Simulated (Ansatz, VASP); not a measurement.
# CdS: VASP beside Ansatz

Contents of INCAR:

```
  ALGO = Normal
  EDIFF = 1E-6
  ENCUT = 520
  GGA = CA
  ISIF = 2
  ISMEAR = -1
  LASPH = True
  LCHARG = False
  LREAL = False
  LWAVE = False
  NBANDS = 26
  NELM = 100
  PREC = Accurate
  SIGMA = 0.02
```

KPOINTS

```
k-points
0
Gamma
  8 8 4
```

POSCAR

```
CdS
1.0
    4.0503918620      0.0000000000      0.0000000000
   -2.0251959310      3.5077422478      0.0000000000
    0.0000000000      0.0000000000      6.6112266477
Cd S
2 2
Direct
    0.3333333333      0.6666666667      0.0000000000
    0.6666666667      0.3333333333      0.5000000000
    0.3333333333      0.6666666667      0.3850000000
    0.6666666667      0.3333333333      0.8850000000
```

Input for Ansatz:

```yaml
crystal:
  lattice:
    - [4.050391862, 0.0, 0.0]
    - [-2.025195931, 3.5077422478, 0.0]
    - [0.0, 0.0, 6.6112266477]
  atoms:
    - { symbol: Cd, position: [0.3333333333, 0.6666666667, 0.0] }
    - { symbol: Cd, position: [0.6666666667, 0.3333333333, 0.5] }
    - { symbol: S, position: [0.3333333333, 0.6666666667, 0.385] }
    - { symbol: S, position: [0.6666666667, 0.3333333333, 0.885] }
kpoints:
  mp_grid: { grid: [8, 8, 4] }
  band_path:
    path:
      - [0.0, 0.0, 0.0]
      - [0.5, 0.0, 0.0]
      - [0.3333333333, 0.3333333333, 0.0]
      - [0.0, 0.0, 0.0]
      - [0.0, 0.0, 0.5]
      - [0.5, 0.0, 0.5]
      - [0.3333333333, 0.3333333333, 0.5]
      - [0.0, 0.0, 0.5]
      - [0.5, 0.0, 0.5]
    npoints: 5
scf:
  occupations: { method: fermi_dirac, width: 0.02 }
hamiltonian:
  xc: lda
  pseudopotentials: { kind: all_electron, lapw: { basis_error: 0.001 } }
output:
  forces: true
  stress: true
  eigenvalues: true
```

Change from the starting cell: volume scaled by 0.94.

Alike in both runs: task single point; functional LDA; k mesh 8 × 8 × 4; occupations fermi-dirac, width 0.02 eV; no spin polarisation.

|  | VASP | Ansatz |
| --- | --- | --- |
| version | VASP 6.6.1 | Ansatz 0.2.0 |
| potentials or method | VASP PAW LDA potentials, release 64 (Cd, S), cutoff 520 eV | all-electron LAPW, scalar-relativistic |

```tsv
	VASP	Ansatz	Ansatz less VASP
gap on the k mesh at the Fermi level (eV)	1.11	1.08	-0.032
pressure (GPa)	1.8	1.2	-0.56
traceless stress, the component that is largest in VASP (GPa)	-1.89	-1.80	+0.090
rms of the force components (eV/Å)	0.182	0.175	-0.0075
```

LDA's correlation is that of Perdew and Zunger in VASP and of Perdew and Wang (1992) in Ansatz. Atom by atom the forces differ by 0.008 eV/Å (rms over components). Ansatz ran all-electron here, and VASP with PAW potentials.
